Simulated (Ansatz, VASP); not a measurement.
# One calculation of BN, two programs

```
B N
1.0
     0.00000    1.85518    1.78306
     1.85518    0.00000    1.78306
     1.85518    1.85518    0.00000
B N
1 1
Direct
  0.00000 0.00000 0.00000
  0.25000 0.25000 0.25000
```

Change from the starting cell: epitaxial_xy strain +2.8%.

Alike in both runs: task single point; functional PBE; k mesh 12 × 12 × 12; occupations fermi-dirac, width 0.02 eV; no spin polarisation.

```csv
,VASP,Ansatz
version,VASP 6.6.1,Ansatz 0.2.0
potentials or method,"VASP PAW PBE potentials, release 64 (B, N)","plane waves, PAW"
plane-wave cutoff (eV),520,420
valence electrons in the cell,8,8
```

Ansatz gave:

- gap on the k mesh at the Fermi level (eV): 3.77
- pressure (GPa): -10.7
- traceless stress, the component that is largest in VASP (GPa): 14.82

Q: What did VASP give for the same quantities?

A: gap on the k mesh at the Fermi level (eV): 3.76; pressure (GPa): -10.6; traceless stress, the component that is largest in VASP (GPa): 14.83.
